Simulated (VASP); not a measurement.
# Ti2O in VASP: a series of runs, part 2 of 2

VASP 6.6.1. The steps go on from the part before.

**3. Single point, r2SCAN**

This run uses another cell than the first one, of 11.60 Å³/atom.

Input file POSCAR:

```
Ti2O
1.0
    2.9193980238      0.0000000000      0.0000000000
   -1.4596990119      2.5282728524      0.0000000000
    0.0000000000      0.0000000000      4.7130000000
Ti O
2 1
Direct
    0.6666666667      0.3333333333      0.2787400000
    0.3333333333      0.6666666667      0.7212600000
    0.0000000000      0.0000000000      0.0000000000
```

Input file INCAR.step1:

```
SYSTEM = Ti2O
PREC = Accurate ; ENCUT = 1480
ISMEAR = 0 ; SIGMA = 0.1
LREAL = .FALSE. ; LASPH = .TRUE.
NELM = 120 ; NBANDS = 22
GGA = PE ; ALGO = Normal
EDIFF = 1E-5 ; LWAVE = .TRUE.
LCHARG = .FALSE. ; GGA_COMPAT = .FALSE.
```

Input file INCAR.step2:

```
SYSTEM = Ti2O
PREC = Accurate ; ENCUT = 1480
EDIFF = 1E-6 ; ISMEAR = 0
SIGMA = 0.1 ; LREAL = .FALSE.
LASPH = .TRUE. ; NELM = 120
ALGO = Normal ; ISIF = 2
LWAVE = .FALSE. ; LCHARG = .TRUE.
METAGGA = R2SCAN ; LMIXTAU = .TRUE.
LELF = .TRUE. ; LVHAR = .TRUE.
NBANDS = 22 ; ISTART = 1
GGA_COMPAT = .FALSE.
```

Input file KPOINTS:

```
regular mesh
0
G
  6 6 4
  0 0 0
```

Potentials or basis: VASP PAW PBE potentials, release 64 (Ti_sv, O_h).

Launch:

```
> cat potpaw_PBE.64/Ti_sv/POTCAR potpaw_PBE.64/O_h/POTCAR > POTCAR
> cp INCAR.step1 INCAR
> mpirun -np 1 vasp_std > vasp.out
> cp INCAR.step2 INCAR
> mpirun -np 1 vasp_std > vasp.out
```

OUTCAR:

```text
SYSTEM = Ti2O
   PREC = Accurate
   ENCUT = 1480
   EDIFF = 1E-6
   ISMEAR = 0
   LREAL = .FALSE.
   LASPH = .TRUE.
   NELM = 120
   ISIF = 2
   METAGGA = R2SCAN
   ISTART = 1

 ion  position               nearest neighbor table
   1  0.667  0.333  0.279-   3 2.14   3 2.14   3 2.14   2 2.68   2 2.68   2 2.68
   2  0.333  0.667  0.721-   3 2.14   3 2.14   3 2.14   1 2.68   1 2.68   1 2.68
   3  0.000  0.000  0.000-   1 2.14   2 2.14   1 2.14   2 2.14   1 2.14   2 2.14

  LATTYP: Found a hexagonal cell.
 ALAT       =     2.9193980238
 C/A-ratio  =     1.6143739091

  Lattice vectors:

 A1 = (   2.9193980238,   0.0000000000,   0.0000000000)
 A2 = (  -1.4596990119,   2.5282728524,   0.0000000000)
 A3 = (   0.0000000000,   0.0000000000,   4.7130000000)

Analysis of symmetry for initial positions (statically):
=====================================================================
 Subroutine PRICEL returns:
 Original cell was already a primitive cell.

 Routine SETGRP: Setting up the symmetry group for a
 hexagonal supercell.

 Subroutine GETGRP returns: Found 12 space group operations
 (whereof 12 operations were pure point group operations)
[... 164 lines left out ...]
  energy without entropy =      -37.76696378  energy(sigma->0) =      -37.76962131

 E-fermi :  10.9644     XC(G=0): -13.3883

 val. band max:       10.9493102690   @ k =   0.0000   0.0000   0.5000
 cond. band min:      11.0197063814   @ k =   0.3333   0.0000   0.2500
 fundamental gap:      0.0703961124
 Fermi energy:        10.9643887315

 k-point     1 :       0.0000    0.0000    0.0000
  band No.  band energies     occupation
      1     -48.7925      2.00000
      2     -48.6038      2.00000
      3     -24.5147      2.00000
      4     -23.6960      2.00000
      5     -23.6960      2.00000
      6     -23.5941      2.00000
[... 589 lines left out ...]
     21      14.2978      0.00000
     22      14.3230      0.00000

------------------------ aborting loop because EDIFF is reached ----------------------------------------

  FORCE on cell =-STRESS in cart. coord.  units (eV):
  Direction    XX          YY          ZZ          XY          YZ          ZX
  --------------------------------------------------------------------------------------
  -------------------------------------------------------------------------------------
  Total        1.7034711      1.7034711      3.2792200      0.0000000      0.0000000      0.0000000
  in kB       78.4568118     78.4568118    151.0311203      0.0000000      0.0000000      0.0000000
  external PRESSURE =     102.6482480 kB  Pullay stress =       0.0000000 kB

 VOLUME and BASIS-vectors are now :
 -----------------------------------------------------------------------------
  energy-cutoff  :     1480.00
  volume of cell :       34.79
      direct lattice vectors                 reciprocal lattice vectors
     2.919398024  0.000000000  0.000000000     0.342536369  0.197763465  0.000000000
    -1.459699012  2.528272852  0.000000000     0.000000000  0.395526930  0.000000000
     0.000000000  0.000000000  4.713000000     0.000000000  0.000000000  0.212179079

 POSITION                                       TOTAL-FORCE (eV/Angst)
 -----------------------------------------------------------------------------------
      1.45970      0.84276      1.31370        -0.000000     -0.000000     -0.897211
     -0.00000      1.68552      3.39930         0.000000      0.000000      0.897211
      0.00000      0.00000      0.00000         0.000000      0.000000      0.000000
 -----------------------------------------------------------------------------------
    total drift:                               -0.000000     -0.000000     -0.000000

  FREE ENERGIE OF THE ION-ELECTRON SYSTEM (eV)
  ---------------------------------------------------
  free  energy   TOTEN  =       -37.7722788311 eV

  energy  without entropy=      -37.7669637828  energy(sigma->0) =      -37.76962131
```

OUTCAR.step1:

```text
SYSTEM = Ti2O
   PREC = Accurate
   ENCUT = 1480
   ISMEAR = 0
   LREAL = .FALSE.
   LASPH = .TRUE.
   NELM = 120
[... 822 lines left out ...]
      1.45970      0.84276      1.31370         0.000000      0.000000     -0.987421
     -0.00000      1.68552      3.39930         0.000000     -0.000000      0.987421
      0.00000      0.00000      0.00000        -0.000000      0.000000     -0.000000
 -----------------------------------------------------------------------------------
    total drift:                               -0.000000     -0.000000     -0.000000

  FREE ENERGIE OF THE ION-ELECTRON SYSTEM (eV)
  ---------------------------------------------------
  free  energy   TOTEN  =       -25.9278887780 eV

  energy  without entropy=      -25.9219760806  energy(sigma->0) =      -25.92493243
```

OSZICAR.step1:

```text
N       E                     dE             d eps       ncg     rms          rms(c)
DAV:   1     0.480187532630E+03    0.48019E+03   -0.28951E+04  1056   0.356E+03
DAV:   2     0.446136324033E+02   -0.43557E+03   -0.41931E+03  1092   0.726E+02
DAV:   3    -0.255151505860E+02   -0.70129E+02   -0.66336E+02  1804   0.197E+02
DAV:   4    -0.297425195134E+02   -0.42274E+01   -0.41816E+01  1332   0.541E+01
DAV:   5    -0.299953660567E+02   -0.25285E+00   -0.25270E+00  1526   0.102E+01    0.177E+01
DAV:   6    -0.261125523073E+02    0.38828E+01   -0.19814E+01  1432   0.438E+01    0.589E+00
DAV:   7    -0.259239040362E+02    0.18865E+00   -0.17279E+00  1474   0.101E+01    0.335E+00
DAV:   8    -0.259230671005E+02    0.83694E-03   -0.30413E-01  1406   0.452E+00    0.101E+00
DAV:   9    -0.259267288602E+02   -0.36618E-02   -0.53902E-02  1606   0.202E+00    0.574E-01
DAV:  10    -0.259279425893E+02   -0.12137E-02   -0.12574E-02  1468   0.109E+00    0.733E-02
DAV:  11    -0.259279005186E+02    0.42071E-04   -0.91928E-04  1438   0.366E-01    0.520E-02
DAV:  12    -0.259278948940E+02    0.56246E-05   -0.17335E-04  1328   0.128E-01    0.133E-02
DAV:  13    -0.259278887780E+02    0.61160E-05   -0.84737E-06   626   0.421E-02
   1 F= -.25927889E+02 E0= -.25924932E+02  d E =-.591270E-02
```

Wall time 4.9 min (1 thread of Intel Xeon Platinum 8124M at 3.00GHz (Skylake/Cascade Lake), shared host); peak memory 0.38 GiB.

Results:

- Free energy: -37.7723 eV
- Pressure: 10.3 GPa
- Largest force: 0.897 eV/Å
- Band gap on the k mesh: zero (bands 15 and 16 overlap by 0.85 eV)

Forces in eV/Å, atoms in the order of the input:
```
Ti   0.000  0.000 -0.897
Ti   0.000  0.000  0.897
O    0.000  0.000  0.000
```

Stress tensor (GPa, compression positive):
```
 7.85  0.00  0.00
 0.00  7.85  0.00
 0.00  0.00 15.10
```

Caveat: the k points lie up to 0.41 Å⁻¹ apart, too coarse for converged energies and pressures of a metal; the PAW data sets were made with another functional, which shifts forces and pressure a little.

**4. Single point, r2SCAN**

This run uses another cell than the first one, of 11.60 Å³/atom.

POSCAR is that of step 3.

Input file INCAR.step1:

```
SYSTEM = Ti2O
  ALGO = Normal
  EDIFF = 1E-5
  ENCUT = 660
  GGA = PE
  GGA_COMPAT = .False.
  ISMEAR = 1
  LASPH = .True.
  LCHARG = .False.
  LREAL = .False.
  LWAVE = .True.
  NBANDS = 22
  NELM = 120
  PREC = Accurate
  SIGMA = 0.02
```

Input file INCAR.step2:

```
SYSTEM = Ti2O
  ALGO = Normal
  EDIFF = 1E-6
  ENCUT = 660
  GGA_COMPAT = .False.
  ISIF = 2
  ISMEAR = 1
  ISTART = 1
  LASPH = .True.
  LCHARG = .False.
  LMIXTAU = .True.
  LREAL = .False.
  LWAVE = .False.
  METAGGA = R2SCAN
  NBANDS = 22
  NELM = 120
  PREC = Accurate
  SIGMA = 0.02
```

Input file KPOINTS:

```
k-points
0
Gamma
  18 18 10
  0 0 0
```

Potentials or basis: VASP PAW PBE potentials, release 64 (Ti_sv, O).

Launch:

```
> cat potpaw_PBE.64/Ti_sv/POTCAR potpaw_PBE.64/O/POTCAR > POTCAR
> cp INCAR.step1 INCAR
> mpirun -np 1 vasp_std > vasp.out
> cp INCAR.step2 INCAR
> mpirun -np 1 vasp_std > vasp.out
```

Wall time 37 min (1 thread of Oxide Virtual Turin-like, shared host); peak memory 0.38 GiB.

The run converged. Its results:

| Quantity | Value |
| --- | --- |
| Free energy | -37.7695 eV |
| Pressure | 10.0 GPa |
| Largest force | 1.025 eV/Å |
| Band gap on the k mesh | zero (bands 15 and 16 overlap by 0.96 eV) |

Forces in eV/Å, atoms in the order of the input:
```
Ti   0.000  0.000 -1.025
Ti   0.000  0.000  1.025
O    0.000  0.000  0.000
```

Stress tensor (GPa, compression positive):
```
 7.28  0.00  0.00
 0.00  7.28  0.00
 0.00  0.00 15.34
```

Levels at points of the mesh, in eV from the Fermi level:
```tsv
k point	band 12	band 13	band 14	band 15	band 16	band 17	band 18	band 19
(0.00, 0.00, 0.00)	-6.27	-4.14	-0.65	0.38	0.43	0.43	0.95	0.95
(0.50, 0.00, 0.00)	-6.80	-2.99	-1.69	-0.75	1.27	1.71	3.06	3.18
(0.00, 0.00, 0.50)	-6.36	-2.23	-2.02	0.10	0.10	1.39	1.98	1.98
(0.50, 0.00, 0.50)	-6.70	-1.81	-1.69	-0.85	-0.47	0.82	3.05	3.14
```

Caveat: the stress differs along the axes, from 7 to 15 GPa; the PAW data sets were made with another functional, which shifts forces and pressure a little.

**5. Summary**

| potentials or basis | cell | k mesh | cutoff (eV) | smearing | gap on the mesh (eV) | pressure (GPa) | largest force (eV/Å) |
| --- | --- | --- | --- | --- | --- | --- | --- |
| VASP PAW PBE potentials, release 64 (Ti_sv, O) | a = 2.944, b = 2.921, c = 4.708 Å, angles 88.5, 91.8, 119.5°, 3 atoms, atomic positions A | 12 × 12 × 6 | 660 | gaussian 0.1 eV | none | 7.7 | 2.04 |
| VASP PAW PBE potentials, release 64 (Ti_sv, O_h) | a = 2.919, b = 2.919, c = 4.713 Å, angles 90.0, 90.0, 120.0°, 3 atoms, atomic positions B | 6 × 6 × 4 | 1480 | gaussian 0.1 eV | none | 10.3 | 0.90 |
| VASP PAW PBE potentials, release 64 (Ti_sv, O) | a = 2.919, b = 2.919, c = 4.713 Å, angles 90.0, 90.0, 120.0°, 3 atoms, atomic positions B | 18 × 18 × 10 | 660 | methfessel-paxton 0.02 eV | none | 10.0 | 1.03 |

Alike in all rows: task single point; level r2SCAN; no spin polarisation.

Caveats: some runs use coarse meshes; the PAW data sets were made with another functional, which shifts forces and pressure a little; the stress differs along the axes, from 2 to 17 GPa (at least some runs); the stress differs along the axes, from 7 to 15 GPa (at least some runs).

Absolute energies hang on the potentials; compare differences alone.

The gap in the log of VASP goes by the Fermi energy; the results here count the filled bands.